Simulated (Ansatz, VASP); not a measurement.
Pt: VASP beside Ansatz

File INCAR:

```
PREC = Accurate
ENCUT = 520
EDIFF = 1E-7
ISMEAR = 0
SIGMA = 0.1
LREAL = F
LASPH = T
NELM = 100
ALGO = Normal
ISIF = 2
LWAVE = F
LCHARG = F
GGA = PS
NBANDS = 11
```

File KPOINTS:

```
regular mesh
0
Gamma
  8 8 8
```

The input POSCAR:

```
Pt
1.0
    0.0000000000      1.9715751800      1.9715751800
    1.9715751800      0.0000000000      1.9715751800
    1.9715751800      1.9715751800      0.0000000000
Pt
1
Direct
    0.0000000000      0.0000000000      0.0000000000
```

Input for Ansatz:

```yaml
crystal:
  lattice:
    - [0.0, 1.97157518, 1.97157518]
    - [1.97157518, 0.0, 1.97157518]
    - [1.97157518, 1.97157518, 0.0]
  atoms:
    - { symbol: Pt, position: [0.0, 0.0, 0.0] }
basis:
  ecutwfc: 420
kpoints:
  mp_grid: { grid: [8, 8, 8] }
hamiltonian:
  xc: pbesol
  pseudopotentials: { kind: paw, azcp: { folder: soft_1 } }
scf:
  occupations: { method: gaussian, width: 0.1 }
output:
  forces: true
  stress: true
  eigenvalues: true
```

Alike in both runs: task single point; functional PBEsol; k mesh 8 × 8 × 8; occupations gaussian, width 0.1 eV; no spin polarisation.

```csv
,VASP,Ansatz
version,VASP 6.6.1,Ansatz 0.2.0
potentials or method,"VASP PAW PBE potentials, release 64 (Pt), cutoff 520 eV","scalar-relativistic, plane waves, PAW"
valence electrons in the cell,10,18
```

```tsv
	VASP	Ansatz	Ansatz less VASP
gap on the k mesh at the Fermi level (eV)	none	none	-
pressure (GPa)	-6.3	-5.9	+0.44
```

VASP's potentials were made for PBE, not for PBEsol, and Ansatz warns of the same on its side. A gap of «none» marks a metal or a gap that the smearing closes. With one functional, cell and mesh, what is left measures potentials, basis and numerics. VASP's potentials hold 10 valence electrons a cell and Ansatz's 18, so a difference there can come from the potentials and not from the codes.

Neither program's run includes spin-orbit coupling.
